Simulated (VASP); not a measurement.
# Fe (Im-3m) in VASP: a series of runs

The runs below take Fe through single point, with PBEsol+D4.

Everything below comes from runs of VASP 6.6.1. Logs are shortened: lines on timing, memory, paths and dates and some standing lists are left out, and cuts for length are marked.

## 1. The cell of the first run

The structure is cubic, space group Im-3m (No. 229). The conventional cell has a = 2.847 Å, b = 2.847 Å, c = 2.847 Å, α = 90.00°, β = 90.00°, γ = 90.00°. Within 3.3 Å of Fe (site symmetry m-3m) lie 14 Fe at 2.47 to 2.85 Å.

## 2. Single point, PBEsol+D4, collinear spin, ferromagnetic start

Input file INCAR:

```
PREC = Accurate
ENCUT = 520
EDIFF = 1E-7
ISMEAR = -1
SIGMA = 0.05
LREAL = F
LASPH = T
NELM = 150
ALGO = Fast
ISIF = 2
LWAVE = F
LCHARG = F
ISPIN = 2
MAGMOM = 3
LORBIT = 11
LMAXMIX = 4
GGA = PS
IVDW = 13
NBANDS = 14
```

Input file KPOINTS:

```
regular mesh
0
Gamma
  13 13 13
```

Input file POSCAR:

```
Fe
1.0
   -1.4234976093      1.4234976093      1.4234976093
    1.4234976093     -1.4234976093      1.4234976093
    1.4234976093      1.4234976093     -1.4234976093
Fe
1
Direct
    0.0000000000      0.0000000000      0.0000000000
```

Potentials or basis: VASP PAW PBE potentials, release 64 (Fe).

Launch:

```sh
$ cat potpaw_PBE.64/Fe/POTCAR > POTCAR
$ mpirun -np 1 vasp_std > vasp.out
```

OUTCAR:

```text
PREC = Accurate
   ENCUT = 520
   EDIFF = 1E-7
   ISMEAR = -1
   LREAL = F
   LASPH = T
   NELM = 150
   ISIF = 2
   ISPIN = 2
   LORBIT = 11
   GGA = PS
   IVDW = 13

 ion  position               nearest neighbor table
   1  0.000  0.000  0.000-

  LATTYP: Found a body centered cubic cell.
 ALAT       =     2.8469952186

  Lattice vectors:

 A1 = (  -1.4234976093,   1.4234976093,   1.4234976093)
 A2 = (   1.4234976093,  -1.4234976093,   1.4234976093)
 A3 = (   1.4234976093,   1.4234976093,  -1.4234976093)

Analysis of symmetry for initial positions (statically):
=====================================================================
 Subroutine PRICEL returns:
 Original cell was already a primitive cell.

 Routine SETGRP: Setting up the symmetry group for a
 body centered cubic supercell.

 Subroutine GETGRP returns: Found 48 space group operations
 (whereof 48 operations were pure point group operations)
 out of a pool of 48 trial point group operations.

The static configuration has the point symmetry O_h .

Analysis of symmetry for dynamics (positions and initial velocities):
=====================================================================
 Subroutine PRICEL returns:
 Original cell was already a primitive cell.

 Routine SETGRP: Setting up the symmetry group for a
 body centered cubic supercell.

 Subroutine GETGRP returns: Found 48 space group operations
 (whereof 48 operations were pure point group operations)
 out of a pool of 48 trial point group operations.

The dynamic configuration has the point symmetry O_h .

Analysis of structural, dynamic, and magnetic symmetry:
=====================================================================
 Subroutine PRICEL returns:
 Original cell was already a primitive cell.

 Routine SETGRP: Setting up the symmetry group for a
 body centered cubic supercell.

 Subroutine GETGRP returns: Found 48 space group operations
 (whereof 48 operations were pure point group operations)
 out of a pool of 48 trial point group operations.

The overall configuration has the point symmetry O_h .

 Subroutine INISYM returns: Found 48 space group operations
 (whereof 48 operations are pure point group operations),
 and found     1 'primitive' translations

----------------------------------------------------------------------------------------

                                     Primitive cell

  volume of cell :      11.5380

  direct lattice vectors                    reciprocal lattice vectors
    -1.423497609  1.423497609  1.423497609     0.000000000  0.351247516  0.351247516
     1.423497609 -1.423497609  1.423497609     0.351247516  0.000000000  0.351247516
     1.423497609  1.423497609 -1.423497609     0.351247516  0.351247516  0.000000000
[... 125 lines left out ...]
  ---------------------------------------------------
  free energy    TOTEN  =        -8.89016005 eV

  energy without entropy =       -8.88066982  energy(sigma->0) =       -8.88541493

 E-fermi :   5.4983     XC(G=0): -13.1911

 val. band max:        5.4852983212   @ k =   0.3846   0.0000   0.0000
 cond. band min:       5.5002357443   @ k =  -0.3846   0.3846   0.0769
 fundamental gap:      0.0149374230
 Fermi energy:         5.4983457958

 spin component 1

 k-point     1 :       0.0000    0.0000    0.0000
  band No.  band energies     occupation
      1      -2.9105      1.00000
      2       3.2329      1.00000
      3       3.2329      1.00000
      4       3.2329      1.00000
      5       4.4551      1.00000
      6       4.4551      1.00000
      7      30.2952      0.00000
      8      30.2952      0.00000
      9      30.2952      0.00000
     10      35.2943      0.00000
     11      35.2943      0.00000
     12      37.4832      0.00000
     13      37.4834      0.00000
     14      37.4885      0.00000
[... 379 lines left out ...]
      3       2.8058      1.00000
      4       4.4055      1.00000
      5       4.5593      1.00000
      6       5.6272      0.07061
      7      18.7208      0.00000
      8      22.7614      0.00000
      9      24.5958      0.00000
     10      32.0040      0.00000
     11      36.0004      0.00000
     12      38.2327      0.00000
     13      40.1202      0.00000
     14      43.4867      0.00000

 [... further k-points ...]

 spin component 2

 k-point     1 :       0.0000    0.0000    0.0000
  band No.  band energies     occupation
      1      -2.6739      1.00000
      2       5.1384      0.99925
      3       5.1384      0.99925
      4       5.1384      0.99925
      5       7.0890      0.00000
      6       7.0891      0.00000
      7      30.1766      0.00000
      8      30.1766      0.00000
      9      30.1766      0.00000
     10      35.5767      0.00000
     11      35.5767      0.00000
     12      38.8837      0.00000
     13      38.8894      0.00000
     14      38.8894      0.00000
[... 379 lines left out ...]
      3       4.3898      1.00000
      4       6.9094      0.00000
      5       7.2124      0.00000
      6       7.5896      0.00000
      7      19.5150      0.00000
      8      23.2219      0.00000
      9      25.3016      0.00000
     10      32.1450      0.00000
     11      36.6011      0.00000
     12      38.5448      0.00000
     13      40.4848      0.00000
     14      44.0227      0.00000

 [... further k-points ...]

------------------------ aborting loop because EDIFF is reached ----------------------------------------

  DFT-D4 for vdW energy calculation

  Edisp (eV):   -0.20043

  FORCE on cell =-STRESS in cart. coord.  units (eV):
  Direction    XX          YY          ZZ          XY          YZ          ZX
  --------------------------------------------------------------------------------------
  -------------------------------------------------------------------------------------
  Total      -1.11063    -1.11063    -1.11063     0.00000    -0.00000    -0.00000
  in kB    -154.22319  -154.22319  -154.22319     0.00000    -0.00000    -0.00000
  external pressure =     -154.22 kB  Pullay stress =        0.00 kB

 VOLUME and BASIS-vectors are now :
 -----------------------------------------------------------------------------
  energy-cutoff  :      520.00
  volume of cell :       11.54
      direct lattice vectors                 reciprocal lattice vectors
    -1.423497609  1.423497609  1.423497609     0.000000000  0.351247516  0.351247516
     1.423497609 -1.423497609  1.423497609     0.351247516  0.000000000  0.351247516
     1.423497609  1.423497609 -1.423497609     0.351247516  0.351247516  0.000000000

 POSITION                                       TOTAL-FORCE (eV/Angst)
 -----------------------------------------------------------------------------------
      0.00000      0.00000      0.00000        -0.000000      0.000000     -0.000000
 -----------------------------------------------------------------------------------
    total drift:                                0.000000      0.000000      0.000000

  FREE ENERGIE OF THE ION-ELECTRON SYSTEM (eV)
  ---------------------------------------------------
  free  energy   TOTEN  =        -9.0905940314 eV

  energy  without entropy=       -9.0811037980  energy(sigma->0) =       -9.08584891

 total charge

# of ion       s       p       d       tot
------------------------------------------
    1        0.483   0.530   6.227   7.240

 magnetization (x)

# of ion       s       p       d       tot
------------------------------------------
    1       -0.014  -0.053   2.230   2.163
```

OSZICAR:

```text
N       E                     dE             d eps       ncg     rms          rms(c)
DAV:   1     0.211462176856E+02    0.21146E+02   -0.37784E+03  5158   0.691E+02
DAV:   2    -0.904369225241E+01   -0.30190E+02   -0.27740E+02  5208   0.128E+02
DAV:   3    -0.997455221633E+01   -0.93086E+00   -0.92508E+00  5582   0.233E+01
DAV:   4    -0.997760604376E+01   -0.30538E-02   -0.30536E-02  5544   0.121E+00
DAV:   5    -0.997762123168E+01   -0.15188E-04   -0.15189E-04  5640   0.882E-02    0.120E+01
RMM:   6    -0.897333139912E+01    0.10043E+01   -0.16598E+00  5924   0.137E+01    0.615E+00
RMM:   7    -0.891131153013E+01    0.62020E-01   -0.63524E-02  5976   0.280E+00    0.367E+00
RMM:   8    -0.889860647069E+01    0.12705E-01   -0.61035E-03  5996   0.554E-01    0.125E+00
RMM:   9    -0.889058565314E+01    0.80208E-02   -0.91122E-04  5899   0.213E-01    0.323E-01
RMM:  10    -0.889011124719E+01    0.47441E-03   -0.30635E-04  5900   0.189E-01    0.740E-02
RMM:  11    -0.889016005179E+01   -0.48805E-04   -0.60388E-05  6006   0.706E-02    0.557E-02
RMM:  12    -0.889015932379E+01    0.72799E-06   -0.87884E-06  6182   0.244E-02    0.226E-02
RMM:  13    -0.889016002225E+01   -0.69846E-06   -0.26060E-06  6405   0.105E-02    0.113E-02
RMM:  14    -0.889016004851E+01   -0.26252E-07   -0.31142E-07  5837   0.412E-03
   1 F= -.90905940E+01 E0= -.90858489E+01  d E =-.949023E-02  mag=     2.1691
```

stdout:

```text
POSCAR found type information on POSCAR Fe
 POSCAR found :  1 types and       1 ions
 scaLAPACK will be used
 -----------------------------------------------------------------------------
|                                                                             |
|                                                                             |
|     You enforced a specific xc type in the INCAR file but a different       |
|     I HOPE YOU KNOW WHAT YOU ARE DOING!                                     |
|                                                                             |
 -----------------------------------------------------------------------------

 LDA part: xc-table for (Slater+PW92), standard interpolation
 POSCAR, INCAR and KPOINTS ok, starting setup
 FFT: planning ... GRIDC
 FFT: planning ... GRID_SOFT
 FFT: planning ... GRID
 WAVECAR not read
 entering main loop
WARNING in EDDRMM: call to ZHEGV failed, returncode =   8  4     13
WARNING in EDDRMM: call to ZHEGV failed, returncode =   8  4     14
WARNING in EDDRMM: call to ZHEGV failed, returncode =   8  4     13
WARNING in EDDRMM: call to ZHEGV failed, returncode =   6  3     14
```

Run time: 18 s. Hardware: 1 thread of Intel Xeon Platinum 8488C (Sapphire Rapids), shared host; peak memory 0.14 GiB.

What came out:

- Free energy: -9.0906 eV
- Pressure: -15.4 GPa
- Net moment: 2.17 μB per cell
- Site moments: Fe +2.16 μB
- Valence electrons inside the program's atomic spheres: Fe 7.24
- Dispersion energy per atom: -0.200 eV

Levels at points of the mesh, in eV from the Fermi level:
Spin up:
| k point | band 1 | band 2 | band 3 | band 4 | band 5 | band 6 | band 7 | band 8 | band 9 | band 10 |
| --- | --- | --- | --- | --- | --- | --- | --- | --- | --- | --- |
| (0.00, 0.00, 0.00) | -8.41 | -2.27 | -2.27 | -2.27 | -1.04 | -1.04 | 24.80 | 24.80 | 24.80 | 29.80 |
Spin down:
```tsv
k point	band 1	band 2	band 3	band 4	band 5	band 6	band 7	band 8
(0.00, 0.00, 0.00)	-8.17	-0.36	-0.36	-0.36	1.59	1.59	24.68	24.68
```

Caveat: the PAW data sets were made with another functional, which shifts forces and pressure a little; pairwise dispersion overbinds metals, which lowers pressure and volume.

## 3. Single point, PBEsol+D4, collinear spin, ferromagnetic start

This run uses another cell than the first one, of 11.78 Å³/atom, 1.021 times its volume.

Input file INCAR:

```
ALGO     = Fast           # electronic algorithm
EDIFF    = 1E-6           # SCF threshold, eV
ENCUT    = 520            # plane-wave cutoff, eV
GGA      = PS             # functional
ISIF     = 2              # what is computed and relaxed
ISMEAR   = -1             # smearing method
ISPIN    = 2              # spin polarisation
IVDW     = 13             # dispersion correction
LASPH    = True           # aspherical terms in the spheres
LCHARG   = False          # write CHGCAR
LMAXMIX  = 4              # l up to which the mixer works
LORBIT   = 11             # projections on sites
LREAL    = False          # projectors in reciprocal space
LWAVE    = False          # write WAVECAR
MAGMOM   = 3              # initial moments
NBANDS   = 14             # bands
NELM     = 150            # most SCF steps
PREC     = Accurate       # precision mode
SIGMA    = 0.05           # smearing width, eV
```

Input file KPOINTS:

```
k-points
0
Gamma
  13 13 13
```

Input file POSCAR:

```
Fe
1.0
   -1.4333151444      1.4333151444      1.4333151444
    1.4333151444     -1.4333151444      1.4333151444
    1.4333151444      1.4333151444     -1.4333151444
Fe
1
Direct
    0.0000000000      0.0000000000      0.0000000000
```

Potentials or basis: VASP PAW PBE potentials, release 64 (Fe).

Launch:

```sh
$ cat potpaw_PBE.64/Fe/POTCAR > POTCAR
$ mpirun -np 1 vasp_std > vasp.out
```

Run time: 15 s. Hardware: 1 thread of Intel Xeon Platinum 8488C (Sapphire Rapids), shared host; peak memory 0.14 GiB.

The run converged. Its results:

| Item | Value |
| --- | --- |
| Free energy | -9.0656 eV |
| Pressure | -18.2 GPa |
| Net moment | 2.22 μB per cell |
| Site moments | Fe +2.22 μB |
| Valence electrons inside the program's atomic spheres | Fe 7.20 |
| Dispersion energy per atom | -0.197 eV |

Levels at points of the mesh, in eV from the Fermi level:
Spin up:
```csv
k point,band 3,band 4,band 5,band 6,band 7,band 8
"(0.00, 0.00, 0.00)",-2.23,-2.23,-1.04,-1.04,24.61,24.61
```
Spin down:
```
           k point  band 1  band 2  band 3  band 4  band 5  band 6
(0.00, 0.00, 0.00)   -8.04   -0.26   -0.26   -0.26    1.63    1.63
```

Caveat: the PAW data sets were made with another functional, which shifts forces and pressure a little; pairwise dispersion overbinds metals, which lowers pressure and volume.

## 4. Single point, PBEsol+D4, collinear spin, ferromagnetic start

This run uses another cell than the first one, of 12.02 Å³/atom, 1.042 times its volume.

Input file INCAR:

```
PREC = Accurate
ENCUT = 520
EDIFF = 1E-6
ISMEAR = -1
SIGMA = 0.05
LREAL = F
LASPH = T
NELM = 150
ALGO = Normal
ISIF = 2
LWAVE = F
LCHARG = T
ISPIN = 2
MAGMOM = 3
LORBIT = 11
LMAXMIX = 4
GGA = PS
IVDW = 13
LELF = T
LVHAR = T
NBANDS = 14
```

Input file KPOINTS:

```
Automatic mesh
0
Gamma
  13 13 13
```

Input file POSCAR:

```
Fe
1.0
   -1.4430000000      1.4430000000      1.4430000000
    1.4430000000     -1.4430000000      1.4430000000
    1.4430000000      1.4430000000     -1.4430000000
Fe
1
Direct
    0.0000000000      0.0000000000      0.0000000000
```

Launch:

```sh
$ cat potpaw_PBE.64/Fe/POTCAR > POTCAR
$ mpirun -np 1 vasp_std > vasp.out
```

Run time: 24 s. Hardware: 1 thread of Intel Xeon Platinum 8488C (Sapphire Rapids), shared host; peak memory 0.14 GiB.

Results (log left out):

```
Free energy                                           : -9.0372 eV
Pressure                                              : -20.0 GPa
Net moment                                            : 2.29 μB per cell
Site moments                                          : Fe +2.29 μB
Valence electrons inside the program's atomic spheres : Fe 7.16
Dispersion energy per atom                            : -0.193 eV
```

Levels at points of the mesh, in eV from the Fermi level:
Spin up:
```tsv
k point	band 2	band 3	band 4	band 5	band 6	band 7	band 8	band 9
(0.00, 0.00, 0.00)	-2.20	-2.20	-2.20	-1.04	-1.04	24.41	24.41	24.41
```
Spin down:
```tsv
k point	band 1	band 2	band 3	band 4	band 5	band 6	band 7
(0.00, 0.00, 0.00)	-7.92	-0.16	-0.16	-0.16	1.68	1.68	24.28
```

Caveat: the PAW data sets were made with another functional, which shifts forces and pressure a little; pairwise dispersion overbinds metals, which lowers pressure and volume.

## 5. Single point, PBEsol+D4, collinear spin, ferromagnetic start

This run uses another cell than the first one, of 12.26 Å³/atom, 1.063 times its volume.

Input file INCAR:

```
SYSTEM = Fe
ALGO = Normal
EDIFF = 1E-6
ENCUT = 520
GGA = PS
ISIF = 2
ISMEAR = -1
ISPIN = 2
IVDW = 13
LASPH = .TRUE.
LCHARG = .FALSE.
LMAXMIX = 4
LORBIT = 11
LREAL = .FALSE.
LWAVE = .FALSE.
MAGMOM = 3
NBANDS = 14
NELM = 150
PREC = Accurate
SIGMA = 0.05
```

Input file KPOINTS:

```
k-points
0
G
  13 13 13
  0 0 0
```

Input file POSCAR:

```
Fe
1.0
   -1.4525565699      1.4525565699      1.4525565699
    1.4525565699     -1.4525565699      1.4525565699
    1.4525565699      1.4525565699     -1.4525565699
Fe
1
Direct
    0.0000000000      0.0000000000      0.0000000000
```

Launch:

```sh
$ cat potpaw_PBE.64/Fe/POTCAR > POTCAR
$ mpirun -np 1 vasp_std > vasp.out
```

Run time: 24 s. Hardware: 1 thread of Intel Xeon Platinum 8488C (Sapphire Rapids), shared host; peak memory 0.14 GiB.

The run converged. Its results:

```
Free energy                                           : -9.0064 eV
Pressure                                              : -21.3 GPa
Net moment                                            : 2.36 μB per cell
Site moments                                          : Fe +2.36 μB
Valence electrons inside the program's atomic spheres : Fe 7.12
Dispersion energy per atom                            : -0.189 eV
```

Levels at points of the mesh, in eV from the Fermi level:
Spin up:
```tsv
k point	band 2	band 3	band 4	band 5	band 6	band 7	band 8	band 9
(0.00, 0.00, 0.00)	-2.18	-2.18	-2.18	-1.04	-1.04	24.22	24.22	24.22
```
Spin down:
```tsv
k point	band 1	band 2	band 3	band 4	band 5	band 6	band 7	band 8
(0.00, 0.00, 0.00)	-7.80	-0.06	-0.06	-0.06	1.72	1.72	24.08	24.08
```

Caveat: the PAW data sets were made with another functional, which shifts forces and pressure a little; pairwise dispersion overbinds metals, which lowers pressure and volume.

## 6. Single point, PBEsol+D4, collinear spin, ferromagnetic start

This run uses another cell than the first one, of 12.50 Å³/atom, 1.083 times its volume.

Input file INCAR:

```
PREC = Accurate ; ENCUT = 520
EDIFF = 1E-6 ; ISMEAR = -1
SIGMA = 0.05 ; LREAL = False
LASPH = True ; NELM = 150
ALGO = Normal ; ISIF = 2
LWAVE = False ; LCHARG = True
ISPIN = 2 ; MAGMOM = 3
LORBIT = 11 ; LMAXMIX = 4
GGA = PS ; IVDW = 13
LELF = True ; LVHAR = True
NBANDS = 14
```

Input file KPOINTS:

```
regular mesh
0
Gamma
  13 13 13
```

Input file POSCAR:

```
Fe
1.0
   -1.4619890197      1.4619890197      1.4619890197
    1.4619890197     -1.4619890197      1.4619890197
    1.4619890197      1.4619890197     -1.4619890197
Fe
1
Direct
    0.0000000000      0.0000000000      0.0000000000
```

Potentials or basis: VASP PAW PBE potentials, release 64 (Fe).

Launch:

```sh
$ cat potpaw_PBE.64/Fe/POTCAR > POTCAR
$ mpirun -np 1 vasp_std > vasp.out
```

Run time: 24 s. Hardware: 1 thread of Intel Xeon Platinum 8488C (Sapphire Rapids), shared host; peak memory 0.15 GiB.

The run converged. Its results:

```
Free energy                                           : -8.9735 eV
Pressure                                              : -22.4 GPa
Net moment                                            : 2.44 μB per cell
Site moments                                          : Fe +2.44 μB
Valence electrons inside the program's atomic spheres : Fe 7.09
Dispersion energy per atom                            : -0.186 eV
```

Levels at points of the mesh, in eV from the Fermi level:
Spin up:
| k point | band 1 | band 2 | band 3 | band 4 | band 5 | band 6 | band 7 | band 8 | band 9 | band 10 |
| --- | --- | --- | --- | --- | --- | --- | --- | --- | --- | --- |
| (0.00, 0.00, 0.00) | -7.95 | -2.18 | -2.18 | -2.18 | -1.05 | -1.05 | 24.02 | 24.02 | 24.02 | 28.54 |
Spin down:
```tsv
k point	band 1	band 2	band 3	band 4	band 5	band 6
(0.00, 0.00, 0.00)	-7.69	0.03	0.03	0.03	1.76	1.76
```

Caveat: the PAW data sets were made with another functional, which shifts forces and pressure a little; pairwise dispersion overbinds metals, which lowers pressure and volume.

## 7. The runs side by side

| cell | gap on the mesh (eV) | pressure (GPa) | moment (μB) |
| --- | --- | --- | --- |
| a = 2.466 Å, angles 109.5°, 1 atom | none | -15.4 | 2.17 |
| a = 2.483 Å, angles 109.5°, 1 atom | none | -18.2 | 2.22 |
| a = 2.499 Å, angles 109.5°, 1 atom | none | -20.0 | 2.29 |
| a = 2.516 Å, angles 109.5°, 1 atom | none | -21.3 | 2.36 |
| a = 2.532 Å, angles 109.5°, 1 atom | none | -22.4 | 2.44 |

Alike in all rows: task single point; level PBEsol+D4; potentials or basis VASP PAW PBE potentials, release 64 (Fe); spin collinear, ferromagnetic start; k mesh 13 × 13 × 13; cutoff (eV) 520; smearing fermi-dirac 0.05 eV.

Caveats: the PAW data sets were made with another functional, which shifts forces and pressure a little; pairwise dispersion overbinds metals, which lowers pressure and volume.

Total energies depend on the potentials used, so only differences within one code and one set of settings carry meaning.
